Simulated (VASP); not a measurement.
# Ti4N5O in VASP: relaxation of the atoms with PBEsol

Aim: the relaxation of the atoms of Ti4N5O with PBEsol.

All numbers are computed with VASP 6.6.1; they aren't measurements. Logs are shortened: lines on timing, memory, paths and dates and some standing lists are left out, and cuts for length are marked.

### Step 1. The cell of the first run

The cell holds a slab with vacuum, 10 atoms: a = 2.973 Å, b = 2.973 Å, c = 28.709 Å, α = 90.00°, β = 90.00°, γ = 120.00°.

### Step 2. Relaxation of the atoms, PBEsol

INCAR

```
PREC     = Accurate       # precision mode
ENCUT    = 520            # plane-wave cutoff, eV
EDIFF    = 1E-6           # SCF threshold, eV
ISMEAR   = 0              # smearing method
SIGMA    = 0.1            # smearing width, eV
LREAL    = F              # projectors in reciprocal space
LASPH    = T              # aspherical terms in the spheres
NELM     = 80             # most SCF steps
ALGO     = Normal         # electronic algorithm
ISIF     = 2              # what is computed and relaxed
LWAVE    = F              # write WAVECAR
LCHARG   = F              # write CHGCAR
LDIPOL   = T            
IDIPOL   = 3            
DIPOL    = 0.5 0.5 0.484
GGA      = PS             # functional
IBRION   = 2              # ionic algorithm
NSW      = 90             # ionic steps
EDIFFG   = -0.03          # ionic threshold
KPAR     = 2
```

KPOINTS

```
regular mesh
0
Gamma
  12 12 1
```

POSCAR

```
Ti4N5O
1.0
    2.9726300472      0.0000000000      0.0000000000
   -1.4863150236      2.5743731369      0.0000000000
    0.0000000000      0.0000000000     28.7085690796
N Ti O
5 4 1
Selective dynamics
Direct
    0.3333333333      0.6666666667      0.2960788459  F F F
    0.0000000000      0.0000000000      0.3806230202  F F F
    0.6666666667      0.3333333333      0.4652724049  T T T
    0.3333333333      0.6666666667      0.5473738775  T T T
    0.0000000000      0.0000000000      0.6269572429  T T T
    0.6666666667      0.3333333333      0.3383509331  F F F
    0.3333333333      0.6666666667      0.4228951075  F F F
    0.0000000000      0.0000000000      0.5080888449  T T T
    0.6666666667      0.3333333333      0.5997961625  T T T
    0.3333333333      0.6666666667      0.6513402066  T T T
```

Potentials or basis: VASP PAW PBE potentials, release 64 (N, Ti_sv, O).

On the command line:

```console
> cat potpaw_PBE.64/N/POTCAR potpaw_PBE.64/Ti_sv/POTCAR potpaw_PBE.64/O/POTCAR > POTCAR
> mpirun -np 2 vasp_std > vasp.out
```

OUTCAR:

```text
PREC = Accurate
   ENCUT = 520
   EDIFF = 1E-6
   ISMEAR = 0
   LREAL = F
   LASPH = T
   NELM = 80
   ISIF = 2
   GGA = PS
   IBRION = 2
   NSW = 90
   EDIFFG = -0.03

 ion  position               nearest neighbor table
   1  0.333  0.667  0.296-   6 2.10   6 2.10   6 2.10
   2  0.000  0.000  0.381-   6 2.10   6 2.10   6 2.10   7 2.10   7 2.10   7 2.10
   3  0.667  0.333  0.465-   7 2.10   7 2.10   7 2.10   8 2.11   8 2.11   8 2.11
   4  0.333  0.667  0.547-   8 2.05   8 2.05   8 2.05   9 2.28   9 2.28   9 2.28
   5  0.000  0.000  0.627-  10 1.85  10 1.85  10 1.85   9 1.89   9 1.89   9 1.89
   6  0.667  0.333  0.338-   2 2.10   2 2.10   2 2.10   1 2.10   1 2.10   1 2.10
   7  0.333  0.667  0.423-   2 2.10   2 2.10   2 2.10   3 2.10   3 2.10   3 2.10
   8  0.000  0.000  0.508-   4 2.05   4 2.05   4 2.05   3 2.11   3 2.11   3 2.11
   9  0.667  0.333  0.600-   5 1.89   5 1.89   5 1.89  10 2.27  10 2.27  10 2.27   4 2.28   4 2.28
                             4 2.28
  10  0.333  0.667  0.651-   5 1.85   5 1.85   5 1.85   9 2.27   9 2.27   9 2.27

  LATTYP: Found a hexagonal cell.
 ALAT       =     2.9726300472
 C/A-ratio  =     9.6576326767

  Lattice vectors:

 A1 = (   2.9726300472,   0.0000000000,   0.0000000000)
 A2 = (  -1.4863150236,   2.5743731369,   0.0000000000)
 A3 = (   0.0000000000,   0.0000000000,  28.7085690796)

Analysis of symmetry for initial positions (statically):
=====================================================================
 Subroutine PRICEL returns:
 Original cell was already a primitive cell.

 Routine SETGRP: Setting up the symmetry group for a
 hexagonal supercell.

 Subroutine GETGRP returns: Found  6 space group operations
 (whereof  6 operations were pure point group operations)
 out of a pool of 24 trial point group operations.

The static configuration has the point symmetry C_3v.

Analysis of symmetry for dynamics (positions and initial velocities):
=====================================================================
 Subroutine PRICEL returns:
 Original cell was already a primitive cell.

 Routine SETGRP: Setting up the symmetry group for a
 hexagonal supercell.

 Subroutine GETGRP returns: Found  6 space group operations
 (whereof  6 operations were pure point group operations)
 out of a pool of 24 trial point group operations.

The dynamic configuration has the point symmetry C_3v.

Analysis of constrained symmetry for selective dynamics:
=====================================================================
 Subroutine PRICEL returns:
 Original cell was already a primitive cell.

 Routine SETGRP: Setting up the symmetry group for a
 hexagonal supercell.

 Subroutine GETGRP returns: Found  6 space group operations
 (whereof  6 operations were pure point group operations)
 out of a pool of 24 trial point group operations.

The constrained configuration has the point symmetry C_3v.

 Subroutine INISYM returns: Found  6 space group operations
 (whereof  6 operations are pure point group operations),
 and found     1 'primitive' translations

----------------------------------------------------------------------------------------

                                     Primitive cell

  volume of cell :     219.6969

  direct lattice vectors                    reciprocal lattice vectors
     2.972630047  0.000000000  0.000000000     0.336402440  0.194222039  0.000000000
    -1.486315024  2.574373137  0.000000000     0.000000000  0.388444078  0.000000000
     0.000000000  0.000000000 28.708569080     0.000000000  0.000000000  0.034832805

  length of vectors
     2.972630047  2.972630047 28.708569080     0.388444078  0.388444078  0.034832805

  position of ions in fractional coordinates (direct lattice)
     0.333333333  0.666666667  0.296078846
     0.000000000  0.000000000  0.380623020
     0.666666667  0.333333333  0.465272405
     0.333333333  0.666666667  0.547373878
     0.000000000  0.000000000  0.626957243
     0.666666667  0.333333333  0.338350933
     0.333333333  0.666666667  0.422895107
     0.000000000  0.000000000  0.508088845
     0.666666667  0.333333333  0.599796162
     0.333333333  0.666666667  0.651340207

  ion indices of the primitive-cell ions
   primitive index   ion index
                 1           1
                 2           2
                 3           3
                 4           4
                 5           5
                 6           6
                 7           7
                 8           8
                 9           9
                10          10

----------------------------------------------------------------------------------------

 KPOINTS: regular mesh

Automatic generation of k-mesh.
 Grid dimensions read from file:
 generate k-points for:   12   12    1

 Generating k-lattice:

  Cartesian coordinates                     Fractional coordinates (reciprocal lattice)
     0.028033537  0.016185170  0.000000000     0.083333333  0.000000000  0.000000000
     0.000000000  0.032370340  0.000000000     0.000000000  0.083333333  0.000000000
     0.000000000  0.000000000  0.034832805     0.000000000  0.000000000  1.000000000

  Length of vectors
     0.032370340  0.032370340  0.034832805

  Shift w.r.t. Gamma in fractional coordinates (k-lattice)
     0.000000000  0.000000000  0.000000000

 Subroutine IBZKPT returns following result:
 ===========================================

 Found     19 irreducible k-points:

 Following reciprocal coordinates:
            Coordinates               Weight
  0.000000  0.000000  0.000000      1.000000
  0.083333  0.000000  0.000000      6.000000
  0.166667  0.000000  0.000000      6.000000
  0.250000 -0.000000  0.000000      6.000000
  0.333333  0.000000  0.000000      6.000000
  0.416667  0.000000  0.000000      6.000000
[... 11 lines left out ...]
  0.333333  0.250000  0.000000     12.000000
  0.333333  0.333333  0.000000      2.000000
   k-points           NKPTS =     19   k-points in BZ     NKDIM =     19   number of bands    NBANDS=     47
   number of dos      NEDOS =    301   number of ions     NIONS =     10
   total plane-waves  NPLWV = 124416
   dimension x,y,z NGX =    24 NGY =   24 NGZ =  216
   dimension x,y,z NGXF=    48 NGYF=   48 NGZF=  432
   ions per type =               5   4   1
   NGX,Y,Z   is equivalent  to a cutoff of  13.42, 13.42, 12.51 a.u.
   NGXF,Y,Z  is equivalent  to a cutoff of  26.84, 26.84, 25.02 a.u.
 SYSTEM =  unknown system
   PREC   = accura    normal or accurate (medium, high low for compatibility)
   ISTART =      0    job   : 0-new  1-cont  2-samecut
   ICHARG =      2    charge: 1-file 2-atom 10-const
   ISPIN  =      1    spin polarized calculation?
   LNONCOLLINEAR =      F non collinear calculations
   LSORBIT =      F    spin-orbit coupling
   LASPH  =      T    aspherical Exc in radial PAW
   ENCUT  =  520.0 eV  38.22 Ry    6.18 a.u.   5.53  5.53 53.38*2*pi/ulx,y,z
   NELM   =     80;   NELMIN=  2; NELMDL= -5     # of ELM steps
   EDIFF  = 0.1E-05   stopping-criterion for ELM
   LREAL  =      F    real-space projection
   EDIFFG = -.3E-01   stopping-criterion for IOM
   NSW    =     90    number of steps for IOM
   IBRION =      2    ionic relax: 0-MD 1-quasi-New 2-CG
   NFREE  =      1    steps in history (QN), initial steepest desc. (CG)
   ISIF   =      2    stress and relaxation
   ISYM   =      2    0-nonsym 1-usesym 2-fastsym
   POTIM  = 0.5000    time-step for ionic-motion
   TEBEG  =    0.0;   TEEND  =   0.0 temperature during run
   PSTRESS=    0.0 pullay stress
   NELECT =      79.0000    total number of electrons
   NUPDOWN=      -1.0000    fix difference up-down
   EMIN   =  10.00;   EMAX   =-10.00  energy-range for DOS
   EFERMI =   0.00;   METHOD = LEGACY
   ISMEAR =     0;   SIGMA  =   0.10  broadening in eV -4-tet -1-fermi 0-gaus
   EFERMI_NEDOS =   21; number of points for ismear=-14 and -15
   IALGO  =     38    algorithm
   IMIX   =      4    mixing-type and parameters
     AMIX     =   0.40;   BMIX     =  1.00
     AMIX_MAG =   1.60;   BMIX_MAG =  1.00
  volume/ion in A,a.u.               =      21.97       148.26
  Fermi-wavevector in a.u.,A,eV,Ry     =   1.164151  2.199926 18.439255  1.355247
  Thomas-Fermi vector in A             =   2.300692
   LORBIT       =      0    0 simple, 1 ext, 2 COOP (PROOUT), +10 PAW based schemes
   GGA     = PS    functional components
   LHFCALC =     F    Hartree Fock is set to
   AEXX    =    0.0000 exact exchange contribution
   IVDW    =     0    specifies the selected vdW correction
   LEPSILON=     F    determine dielectric tensor
   LRPA    =     F    only Hartree local field effects (RPA)
 conjugate gradient relaxation of ions
 non-spin polarized calculation
 Gauss-broadening in eV      SIGMA  =   0.10
  energy-cutoff  :      520.00
  volume of cell :      219.70
 maximum number of plane-waves:      6035
 NGX is ok and might be reduce to    24
   NGX = 11   NGY = 11   NGZ =107

 dipolmoment           0.000000      0.000000      0.514483 electrons x Angstroem

--------------------------------------- Ionic step        1  -------------------------------------------

 number of electron      79.0000017 magnetization

 Free energy of the ion-electron system (eV)
  ---------------------------------------------------
  ext. energy  EPLUGINS =         0.00000000
  ---------------------------------------------------
  free energy    TOTEN  =       -90.28079342 eV

  energy without entropy =      -90.26515280  energy(sigma->0) =      -90.27297311

------------------------ aborting loop because EDIFF is reached ----------------------------------------

  FORCE on cell =-STRESS in cart. coord.  units (eV):
  Direction    XX          YY          ZZ          XY          YZ          ZX
  --------------------------------------------------------------------------------------
  -------------------------------------------------------------------------------------
  Total        9.3252725      9.3252725     -3.3028235      0.0000000      0.0000000      0.0000000
  in kB       68.0061529     68.0061529    -24.0864081      0.0000000      0.0000000      0.0000000
  external PRESSURE =      37.3086326 kB  Pullay stress =       0.0000000 kB
[... 295 lines left out ...]
--------------------------------------- Ionic step        8  -------------------------------------------

 number of electron      79.0000014 magnetization

 dipolmoment           0.000000      0.000000     -0.084957 electrons x Angstroem

 Free energy of the ion-electron system (eV)
  ---------------------------------------------------
  ext. energy  EPLUGINS =         0.00000000
  ---------------------------------------------------
  free energy    TOTEN  =       -90.29363020 eV

  energy without entropy =      -90.27868218  energy(sigma->0) =      -90.28615619

 E-fermi :  -0.2046     XC(G=0):  -5.8246

 val. band max:       -0.2428928235   @ k =   0.5000  -0.0000   0.0000
 cond. band min:      -0.1563718896   @ k =   0.1667   0.0833   0.0000
 fundamental gap:      0.0865209339
 Fermi energy:        -0.2045568773

 k-point     1 :       0.0000    0.0000    0.0000
  band No.  band energies     occupation
      1     -57.6815      2.00000
      2     -57.6167      2.00000
      3     -57.4793      2.00000
      4     -56.4790      2.00000
      5     -34.3184      2.00000
      6     -34.1059      2.00000
[... 939 lines left out ...]
     46       2.0997      0.00000
     47       2.1231      0.00000

------------------------ aborting loop because EDIFF is reached ----------------------------------------

 vacuum level on the upper side and lower side of the slab       (xc-potential included)        -0.995         0.974

  FORCE on cell =-STRESS in cart. coord.  units (eV):
  Direction    XX          YY          ZZ          XY          YZ          ZX
  --------------------------------------------------------------------------------------
  -------------------------------------------------------------------------------------
  Total        9.5240897      9.5240897     -3.4379755      0.0000000      0.0000000      0.0000000
  in kB       69.4560615     69.4560615    -25.0720276      0.0000000      0.0000000      0.0000000
  external PRESSURE =      37.9466985 kB  Pullay stress =       0.0000000 kB
[... 25 lines left out ...]
  FREE ENERGIE OF THE ION-ELECTRON SYSTEM (eV)
  ---------------------------------------------------
  free  energy   TOTEN  =       -90.2936301988 eV

  energy  without entropy=      -90.2786821846  energy(sigma->0) =      -90.28615619

 reached required accuracy - stopping structural energy minimisation

 vacuum level on the upper side and lower side of the slab         5.945         7.954
```

Run time: 16 min. Hardware: 2 MPI ranks of Intel Xeon Platinum 8259CL at 2.50GHz (Skylake/Cascade Lake), shared host; peak memory 0.45 GiB.

Results:

| Quantity | Value |
| --- | --- |
| Free energy | -90.2936 eV |
| Energy gained by relaxing | 1.3 meV/atom |
| Ionic steps | 8 |
| Band gap on the k mesh | zero (an odd number of electrons rules out a gap without spin polarisation) |

The path:
```
step  energy change (eV)  largest force on free atoms (eV/Å)  pressure (GPa)
   1              0.0000                              0.4050            3.73
   2             -0.0076                              0.1868            3.82
   3             -0.0080                              0.1334            3.80
   4             -0.0099                              0.1158            3.81
   5             -0.0108                              0.1399            3.83
   6             -0.0122                              0.0781            3.81
   7             -0.0127                              0.0305            3.80
   8             -0.0128                              0.0124            3.79
```

Final structure:
```yaml
crystal:
  lattice:
    - [2.97263, 0.00000, 0.00000]
    - [-1.48632, 2.57437, 0.00000]
    - [0.00000, 0.00000, 28.70857]
  atoms:
    - { symbol: N, position: [0.33333, 0.66667, 0.29608] }
    - { symbol: N, position: [0.00000, 0.00000, 0.38062] }
    - { symbol: N, position: [0.66667, 0.33333, 0.46494] }
    - { symbol: N, position: [0.33333, 0.66667, 0.54813] }
    - { symbol: N, position: [0.00000, 0.00000, 0.62806] }
    - { symbol: Ti, position: [0.66667, 0.33333, 0.33835] }
    - { symbol: Ti, position: [0.33333, 0.66667, 0.42290] }
    - { symbol: Ti, position: [0.00000, 0.00000, 0.50755] }
    - { symbol: Ti, position: [0.66667, 0.33333, 0.59997] }
    - { symbol: O, position: [0.33333, 0.66667, 0.64990] }
```

Levels at points of the mesh, in eV from the Fermi level:
| k point | band 38 | band 39 | band 40 | band 41 | band 42 | band 43 |
| --- | --- | --- | --- | --- | --- | --- |
| (0.00, 0.00, 0.00) | -0.93 | -0.20 | -0.20 | 0.10 | 0.10 | 0.53 |
| (0.50, 0.00, 0.00) | -0.61 | -0.37 | -0.04 | 0.54 | 1.36 | 1.91 |

Caveat: the PAW data sets were made with another functional, which shifts forces and pressure a little; an odd number of electrons without spin polarisation forces a metal; a magnetic or distorted state may lie lower.

The gap in the log of VASP goes by the Fermi energy; the results here count the filled bands.